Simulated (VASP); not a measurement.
# NaCl (Fm-3m) in VASP: a series of runs, part 2 of 2

VASP 6.6.1. Earlier steps stand in the parts before.

### Step 4. Single point, PBE

File INCAR:

```
PREC = Accurate
ENCUT = 500
EDIFF = 1E-6
ISMEAR = 0
SIGMA = 0.022
LREAL = F
LASPH = T
NELM = 120
ALGO = Normal
ISIF = 2
LWAVE = F
LCHARG = T
GGA = PE
LELF = T
LVHAR = T
NBANDS = 14
GGA_COMPAT = F
```

File KPOINTS:

```
Automatic mesh
0
Gamma
  8 8 8
```

File POSCAR:

```
NaCl
1.0
    0.0000000000      2.7940632177      2.7940632177
    2.7940632177      0.0000000000      2.7940632177
    2.7940632177      2.7940632177      0.0000000000
Cl Na
1 1
Direct
    0.5000000000      0.5000000000      0.5000000000
    0.0000000000      0.0000000000      0.0000000000
```

Potentials or basis: VASP PAW PBE potentials, release 64 (Cl, Na_pv).

Run with:

```
> cat potpaw_PBE.64/Cl/POTCAR potpaw_PBE.64/Na_pv/POTCAR > POTCAR
> mpirun -np 1 vasp_std > vasp.out
```

OUTCAR:

```text
PREC = Accurate
   ENCUT = 500
   EDIFF = 1E-6
   ISMEAR = 0
   LREAL = F
   LASPH = T
   NELM = 120
   ISIF = 2
   GGA = PE

 ion  position               nearest neighbor table
   1  0.500  0.500  0.500-
   2  0.000  0.000  0.000-

  LATTYP: Found a face centered cubic cell.
 ALAT       =     5.5881264354

  Lattice vectors:

 A1 = (   0.0000000000,   2.7940632177,   2.7940632177)
 A2 = (   2.7940632177,   0.0000000000,   2.7940632177)
 A3 = (   2.7940632177,   2.7940632177,   0.0000000000)

Analysis of symmetry for initial positions (statically):
=====================================================================
 Subroutine PRICEL returns:
 Original cell was already a primitive cell.

 Routine SETGRP: Setting up the symmetry group for a
 face centered cubic supercell.

 Subroutine GETGRP returns: Found 48 space group operations
 (whereof 48 operations were pure point group operations)
 out of a pool of 48 trial point group operations.

The static configuration has the point symmetry O_h .

Analysis of symmetry for dynamics (positions and initial velocities):
=====================================================================
 Subroutine PRICEL returns:
 Original cell was already a primitive cell.

 Routine SETGRP: Setting up the symmetry group for a
 face centered cubic supercell.

 Subroutine GETGRP returns: Found 48 space group operations
 (whereof 48 operations were pure point group operations)
 out of a pool of 48 trial point group operations.

The dynamic configuration has the point symmetry O_h .

 Subroutine INISYM returns: Found 48 space group operations
 (whereof 48 operations are pure point group operations),
 and found     1 'primitive' translations

----------------------------------------------------------------------------------------

                                     Primitive cell

  volume of cell :      43.6253

  direct lattice vectors                    reciprocal lattice vectors
     0.000000000  2.794063218  2.794063218    -0.178950854  0.178950854  0.178950854
     2.794063218  0.000000000  2.794063218     0.178950854 -0.178950854  0.178950854
     2.794063218  2.794063218  0.000000000     0.178950854  0.178950854 -0.178950854

  length of vectors
     3.951402097  3.951402097  3.951402097     0.309951972  0.309951972  0.309951972

  position of ions in fractional coordinates (direct lattice)
     0.500000000  0.500000000  0.500000000
     0.000000000  0.000000000  0.000000000

  ion indices of the primitive-cell ions
   primitive index   ion index
                 1           1
                 2           2

----------------------------------------------------------------------------------------

 KPOINTS: Automatic mesh

Automatic generation of k-mesh.
 Grid dimensions read from file:
 generate k-points for:    8    8    8

[... 21 lines left out ...]
  0.125000  0.000000  0.000000      8.000000
  0.250000  0.000000  0.000000      8.000000
  0.375000  0.000000  0.000000      8.000000
  0.500000  0.000000  0.000000      4.000000
  0.125000  0.125000  0.000000      6.000000
[... 16 lines left out ...]
  0.500000  0.250000  0.125000     48.000000
 -0.375000  0.250000  0.125000     24.000000
 [... further k-points ...]
   k-points           NKPTS =     29   k-points in BZ     NKDIM =     29   number of bands    NBANDS=     14
   number of dos      NEDOS =    301   number of ions     NIONS =      2
   total plane-waves  NPLWV =  27000
   dimension x,y,z NGX =    30 NGY =   30 NGZ =   30
   dimension x,y,z NGXF=    60 NGYF=   60 NGZF=   60
   ions per type =               1   1
   NGX,Y,Z   is equivalent  to a cutoff of  12.62, 12.62, 12.62 a.u.
   NGXF,Y,Z  is equivalent  to a cutoff of  25.24, 25.24, 25.24 a.u.
 SYSTEM =  unknown system
   PREC   = accura    normal or accurate (medium, high low for compatibility)
   ISTART =      0    job   : 0-new  1-cont  2-samecut
   ICHARG =      2    charge: 1-file 2-atom 10-const
   ISPIN  =      1    spin polarized calculation?
   LNONCOLLINEAR =      F non collinear calculations
   LSORBIT =      F    spin-orbit coupling
   LASPH  =      T    aspherical Exc in radial PAW
   ENCUT  =  500.0 eV  36.75 Ry    6.06 a.u.   7.20  7.20  7.20*2*pi/ulx,y,z
   NELM   =    120;   NELMIN=  2; NELMDL= -5     # of ELM steps
   EDIFF  = 0.1E-05   stopping-criterion for ELM
   LREAL  =      F    real-space projection
   EDIFFG = 0.1E-04   stopping-criterion for IOM
   NSW    =      0    number of steps for IOM
   IBRION =     -1    ionic relax: 0-MD 1-quasi-New 2-CG
   NFREE  =      0    steps in history (QN), initial steepest desc. (CG)
   ISIF   =      2    stress and relaxation
   ISYM   =      2    0-nonsym 1-usesym 2-fastsym
   POTIM  = 0.5000    time-step for ionic-motion
   TEBEG  =    0.0;   TEEND  =   0.0 temperature during run
   PSTRESS=    0.0 pullay stress
   NELECT =      14.0000    total number of electrons
   NUPDOWN=      -1.0000    fix difference up-down
   EMIN   =  10.00;   EMAX   =-10.00  energy-range for DOS
   EFERMI =   0.00;   METHOD = LEGACY
   ISMEAR =     0;   SIGMA  =   0.02  broadening in eV -4-tet -1-fermi 0-gaus
   EFERMI_NEDOS =   21; number of points for ismear=-14 and -15
   IALGO  =     38    algorithm
   IMIX   =      4    mixing-type and parameters
     AMIX     =   0.40;   BMIX     =  1.00
     AMIX_MAG =   1.60;   BMIX_MAG =  1.00
  volume/ion in A,a.u.               =      21.81       147.20
  Fermi-wavevector in a.u.,A,eV,Ry     =   1.120825  2.118053 17.092312  1.256249
  Thomas-Fermi vector in A             =   2.257475
   LORBIT       =      0    0 simple, 1 ext, 2 COOP (PROOUT), +10 PAW based schemes
   GGA     = PE    functional components
   LHFCALC =     F    Hartree Fock is set to
   AEXX    =    0.0000 exact exchange contribution
   IVDW    =     0    specifies the selected vdW correction
   LEPSILON=     F    determine dielectric tensor
   LRPA    =     F    only Hartree local field effects (RPA)
 non-spin polarized calculation
 Gauss-broadening in eV      SIGMA  =   0.02
  energy-cutoff  :      500.00
  volume of cell :       43.63
 maximum number of plane-waves:      1124
 NGX is ok and might be reduce to    30
   NGX = 15   NGY = 15   NGZ = 15

 number of electron      14.0000007 magnetization

 Free energy of the ion-electron system (eV)
  ---------------------------------------------------
  ext. energy  EPLUGINS =         0.00000000
  ---------------------------------------------------
  free energy    TOTEN  =        -6.76562411 eV

  energy without entropy =       -6.76562411  energy(sigma->0) =       -6.76562411

 E-fermi :  -0.4435     XC(G=0):  -8.2856

 val. band max:       -0.5681374486   @ k =   0.0000   0.0000   0.0000
 cond. band min:       4.6475618794   @ k =   0.0000   0.0000   0.0000
 fundamental gap:      5.2156993280
 Fermi energy:        -0.4435197875

 k-point     1 :       0.0000    0.0000    0.0000
  band No.  band energies     occupation
      1     -21.3348      2.00000
      2     -21.3348      2.00000
      3     -21.3348      2.00000
      4     -13.2914      2.00000
      5      -0.5681      2.00000
      6      -0.5681      2.00000
      7      -0.5681      2.00000
      8       4.6476      0.00000
      9      10.5795      0.00000
     10      10.5795      0.00000
     11      10.5795      0.00000
     12      12.7768      0.00000
     13      12.7768      0.00000
     14      14.4296      0.00000
[... 377 lines left out ...]
      1     -21.3616      2.00000
      2     -21.3440      2.00000
      3     -21.3397      2.00000
      4     -12.8916      2.00000
      5      -2.2920      2.00000
      6      -1.3674      2.00000
      7      -1.0011      2.00000
      8       7.8330      0.00000
      9       9.0916      0.00000
     10       9.8095      0.00000
     11      11.2668      0.00000
     12      13.9267      0.00000
     13      15.2280      0.00000
     14      16.2332      0.00000

 [... further k-points ...]

------------------------ aborting loop because EDIFF is reached ----------------------------------------

  FORCE on cell =-STRESS in cart. coord.  units (eV):
  Direction    XX          YY          ZZ          XY          YZ          ZX
  --------------------------------------------------------------------------------------
  -------------------------------------------------------------------------------------
  Total        0.4071530      0.4071530      0.4071530     -0.0000000      0.0000000     -0.0000000
  in kB       14.9530413     14.9530413     14.9530413     -0.0000000      0.0000000     -0.0000000
  external PRESSURE =      14.9530413 kB  Pullay stress =       0.0000000 kB

 VOLUME and BASIS-vectors are now :
 -----------------------------------------------------------------------------
  energy-cutoff  :      500.00
  volume of cell :       43.63
      direct lattice vectors                 reciprocal lattice vectors
     0.000000000  2.794063218  2.794063218    -0.178950854  0.178950854  0.178950854
     2.794063218  0.000000000  2.794063218     0.178950854 -0.178950854  0.178950854
     2.794063218  2.794063218  0.000000000     0.178950854  0.178950854 -0.178950854

 POSITION                                       TOTAL-FORCE (eV/Angst)
 -----------------------------------------------------------------------------------
      2.79406      2.79406      2.79406         0.000000     -0.000000     -0.000000
      0.00000      0.00000      0.00000        -0.000000      0.000000      0.000000
 -----------------------------------------------------------------------------------
    total drift:                               -0.000000      0.000000      0.000000

  FREE ENERGIE OF THE ION-ELECTRON SYSTEM (eV)
  ---------------------------------------------------
  free  energy   TOTEN  =        -6.7656241063 eV

  energy  without entropy=       -6.7656241063  energy(sigma->0) =       -6.76562411
```

stdout:

```text
POSCAR found type information on POSCAR ClNa
 POSCAR found :  2 types and       2 ions
 scaLAPACK will be used
 LDA part: xc-table for (Slater+PW92), standard interpolation
 POSCAR, INCAR and KPOINTS ok, starting setup
 FFT: planning ... GRIDC
 FFT: planning ... GRID_SOFT
 FFT: planning ... GRID
 WAVECAR not read
 entering main loop
```

It took 16 s on 1 thread of Intel Xeon 6975P-C, shared host; peak memory 0.16 GiB.

Results:

* Free energy: -6.7656 eV
* Pressure: 1.5 GPa
* Band gap on the k mesh: 5.22 eV, direct

Levels at points of the mesh, in eV from the valence-band top:
| k point | band 3 | band 4 | band 5 | band 6 | band 7 | band 8 | band 9 | band 10 | band 11 | band 12 |
| --- | --- | --- | --- | --- | --- | --- | --- | --- | --- | --- |
| (0.00, 0.00, 0.00) | -20.77 | -12.72 | 0.00 | 0.00 | 0.00 | 5.22 | 11.15 | 11.15 | 11.15 | 13.34 |
| (0.50, 0.00, 0.00) | -20.77 | -12.36 | -2.01 | -0.28 | -0.28 | 7.32 | 10.85 | 11.04 | 11.04 | 15.17 |
| (0.50, 0.50, 0.00) | -20.78 | -12.31 | -1.73 | -0.62 | -0.62 | 7.62 | 8.05 | 11.52 | 15.03 | 15.03 |

PBE gaps usually lie below the measured ones, often by a third to a half.

### Step 5. Single point, PBEsol+D4

This run uses another cell than the first one, of 21.63 Å³/atom, 0.992 times its volume.

File INCAR:

```
SYSTEM = NaCl
PREC = Accurate ; ENCUT = 500
EDIFF = 1E-6 ; ISMEAR = -1
SIGMA = 0.05 ; LREAL = .FALSE.
LASPH = .TRUE. ; NELM = 120
ALGO = Normal ; ISIF = 2
LWAVE = .FALSE. ; LCHARG = .FALSE.
GGA = PS ; IVDW = 13
NBANDS = 14 ; GGA_COMPAT = .FALSE.
```

File KPOINTS:

```
regular mesh
0
G
  8 8 8
  0 0 0
```

File POSCAR:

```
NaCl
1.0
    0.0000000000      2.7863643370      2.7863643370
    2.7863643370      0.0000000000      2.7863643370
    2.7863643370      2.7863643370      0.0000000000
Cl Na
1 1
Direct
    0.5000000000      0.5000000000      0.5000000000
    0.0000000000      0.0000000000      0.0000000000
```

Run with:

```
> cat potpaw_PBE.64/Cl/POTCAR potpaw_PBE.64/Na_pv/POTCAR > POTCAR
> mpirun -np 1 vasp_std > vasp.out
```

It took 14 s on 1 thread of Intel Xeon 6975P-C, shared host; peak memory 0.16 GiB.

It converged, with:

```yaml
Free_energy: -7.1177 eV
Pressure: 0.0 GPa
Band_gap_on_the_k_mesh: 5.07 eV, direct
Dispersion_energy_per_atom: -0.060 eV
```

Levels at points of the mesh, in eV from the valence-band top:
```tsv
k point	band 3	band 4	band 5	band 6	band 7	band 8	band 9	band 10	band 11	band 12
(0.00, 0.00, 0.00)	-20.59	-12.73	0.00	0.00	0.00	5.07	11.03	11.03	11.03	13.30
(0.50, 0.00, 0.00)	-20.59	-12.34	-2.09	-0.29	-0.29	7.14	10.79	10.95	10.95	15.06
(0.50, 0.50, 0.00)	-20.60	-12.29	-1.80	-0.65	-0.65	7.53	7.86	11.38	14.94	14.94
```

Caveat: the PAW data sets were made with another functional, which shifts forces and pressure a little. PBEsol gaps usually lie below the measured ones, often by a third to a half.

### Step 6. Single point, BLYP+D4

This run uses another cell than the first one, of 22.46 Å³/atom, 1.030 times its volume.

File INCAR:

```
SYSTEM = NaCl
  AGGAC = 1.0
  AGGAX = 1.0
  ALDAC = 0.0
  ALDAX = 1.0
  ALGO = Normal
  EDIFF = 1E-6
  ENCUT = 500
  GGA = B5
  GGA_COMPAT = .False.
  ISIF = 2
  ISMEAR = -1
  IVDW = 13
  LASPH = .True.
  LCHARG = .False.
  LREAL = .False.
  LWAVE = .False.
  NBANDS = 14
  NELM = 120
  PREC = Accurate
  SIGMA = 0.05
  VDW_A1 = 0.44488865
  VDW_A2 = 4.0933009
  VDW_S6 = 1.0
  VDW_S8 = 2.34076671
```

File KPOINTS:

```
k-points
0
Gamma
  8 8 8
  0 0 0
```

File POSCAR:

```
NaCl
1.0
    0.0000000000      2.8213705435      2.8213705435
    2.8213705435      0.0000000000      2.8213705435
    2.8213705435      2.8213705435      0.0000000000
Cl Na
1 1
Direct
    0.5000000000      0.5000000000      0.5000000000
    0.0000000000      0.0000000000      0.0000000000
```

Potentials or basis: VASP PAW PBE potentials, release 64 (Cl, Na_pv).

Run with:

```
> cat potpaw_PBE.64/Cl/POTCAR potpaw_PBE.64/Na_pv/POTCAR > POTCAR
> mpirun -np 1 vasp_std > vasp.out
```

OUTCAR:

```text
SYSTEM = NaCl
   EDIFF = 1E-6
   ENCUT = 500
   GGA = B5
   ISIF = 2
   ISMEAR = -1
   IVDW = 13
   LASPH = .True.
   LREAL = .False.
   NELM = 120
   PREC = Accurate

 ion  position               nearest neighbor table
   1  0.500  0.500  0.500-
   2  0.000  0.000  0.000-

  LATTYP: Found a face centered cubic cell.
 ALAT       =     5.6427410870

  Lattice vectors:

 A1 = (   0.0000000000,   2.8213705435,   2.8213705435)
 A2 = (   2.8213705435,   0.0000000000,   2.8213705435)
 A3 = (   2.8213705435,   2.8213705435,   0.0000000000)

Analysis of symmetry for initial positions (statically):
=====================================================================
 Subroutine PRICEL returns:
 Original cell was already a primitive cell.

 Routine SETGRP: Setting up the symmetry group for a
 face centered cubic supercell.

 Subroutine GETGRP returns: Found 48 space group operations
 (whereof 48 operations were pure point group operations)
 out of a pool of 48 trial point group operations.

The static configuration has the point symmetry O_h .

Analysis of symmetry for dynamics (positions and initial velocities):
[... 177 lines left out ...]
     10      10.6765      0.00000
     11      10.6765      0.00000
     12      12.7794      0.00000
     13      12.7794      0.00000
     14      14.7504      0.00000
[... 377 lines left out ...]
      1     -21.5750      2.00000
      2     -21.5604      2.00000
      3     -21.5568      2.00000
      4     -12.7227      2.00000
      5      -2.0946      2.00000
      6      -1.2116      2.00000
      7      -0.8686      2.00000
      8       7.9600      0.00000
      9       9.0088      0.00000
     10       9.8993      0.00000
     11      11.2448      0.00000
     12      13.8831      0.00000
     13      15.1144      0.00000
     14      16.1316      0.00000

 [... further k-points ...]

------------------------ aborting loop because EDIFF is reached ----------------------------------------

  DFT-D4 for vdW energy calculation

  Edisp (eV):   -0.35309

  FORCE on cell =-STRESS in cart. coord.  units (eV):
  Direction    XX          YY          ZZ          XY          YZ          ZX
  --------------------------------------------------------------------------------------
  -------------------------------------------------------------------------------------
  Total      -0.03513    -0.03513    -0.03513     0.00000     0.00000     0.00000
  in kB      -1.25318    -1.25318    -1.25318     0.00000     0.00000     0.00000
  external pressure =       -1.25 kB  Pullay stress =        0.00 kB

 VOLUME and BASIS-vectors are now :
 -----------------------------------------------------------------------------
  energy-cutoff  :      500.00
  volume of cell :       44.92
      direct lattice vectors                 reciprocal lattice vectors
     0.000000000  2.821370544  2.821370544    -0.177218835  0.177218835  0.177218835
     2.821370544  0.000000000  2.821370544     0.177218835 -0.177218835  0.177218835
     2.821370544  2.821370544  0.000000000     0.177218835  0.177218835 -0.177218835

 POSITION                                       TOTAL-FORCE (eV/Angst)
 -----------------------------------------------------------------------------------
      2.82137      2.82137      2.82137         0.000000      0.000000     -0.000000
      0.00000      0.00000      0.00000         0.000000      0.000000      0.000000
 -----------------------------------------------------------------------------------
    total drift:                               -0.000000      0.000000      0.000000

  FREE ENERGIE OF THE ION-ELECTRON SYSTEM (eV)
  ---------------------------------------------------
  free  energy   TOTEN  =        -6.7346285476 eV

  energy  without entropy=       -6.7346285476  energy(sigma->0) =       -6.73462855
```

OSZICAR:

```text
N       E                     dE             d eps       ncg     rms          rms(c)
DAV:   1     0.996491860305E+02    0.99649E+02   -0.71327E+03   844   0.967E+02
DAV:   2     0.172243089337E+01   -0.97927E+02   -0.90219E+02   914   0.270E+02
DAV:   3    -0.650959351634E+01   -0.82320E+01   -0.81773E+01  1004   0.730E+01
DAV:   4    -0.664130336674E+01   -0.13171E+00   -0.13164E+00   980   0.994E+00
DAV:   5    -0.664411112604E+01   -0.28078E-02   -0.28076E-02  1016   0.148E+00    0.216E+00
DAV:   6    -0.640043360555E+01    0.24368E+00   -0.41330E-01   992   0.367E+00    0.147E+00
DAV:   7    -0.638048928885E+01    0.19944E-01   -0.88385E-02  1114   0.167E+00    0.110E+00
DAV:   8    -0.638170224243E+01   -0.12130E-02   -0.70718E-03   932   0.807E-01    0.339E-01
DAV:   9    -0.638149898702E+01    0.20326E-03   -0.40834E-04  1064   0.144E-01    0.124E-01
DAV:  10    -0.638153870314E+01   -0.39716E-04   -0.98729E-05   956   0.848E-02    0.123E-02
DAV:  11    -0.638153803680E+01    0.66634E-06   -0.40975E-06  1070   0.228E-02
   1 F= -.67346285E+01 E0= -.67346285E+01  d E =-.700874E-10
```

It took 20 s on 1 thread of Intel Xeon 6975P-C, shared host; peak memory 0.16 GiB.

Results:

```
Free energy                : -6.7346 eV
Pressure                   : -0.1 GPa
Band gap on the k mesh     : 5.15 eV, direct
Dispersion energy per atom : -0.177 eV
```

Caveat: the PAW data sets were made with another functional, which shifts forces and pressure a little. A k mesh can miss the band edges.

### Step 7. Summary

| level | cell | smearing | gap on the mesh (eV) | pressure (GPa) |
| --- | --- | --- | --- | --- |
| PBE | a = 3.951 Å, angles 60.0°, 2 atoms | gaussian 0.018 eV | 5.22 | 1.5 |
| PBE | a = 3.951 Å, angles 60.0°, 2 atoms | gaussian 0.02 eV | 5.22 | 1.5 |
| PBE | a = 3.951 Å, angles 60.0°, 2 atoms | gaussian 0.022 eV | 5.22 | 1.5 |
| PBEsol+D4 | a = 3.941 Å, angles 60.0°, 2 atoms | fermi-dirac 0.05 eV | 5.07 | 0.0 |
| BLYP+D4 | a = 3.990 Å, angles 60.0°, 2 atoms | fermi-dirac 0.05 eV | 5.15 | -0.1 |

Alike in all rows: task single point; potentials or basis VASP PAW PBE potentials, release 64 (Cl, Na_pv); no spin polarisation; k mesh 8 × 8 × 8; cutoff (eV) 500.

On the cell as given the gap runs from 5.22 eV (PBE) to 5.22 eV (PBE).

Caveats: the PAW data sets were made with another functional, which shifts forces and pressure a little (some runs).

Absolute energies hang on the potentials; compare differences alone.
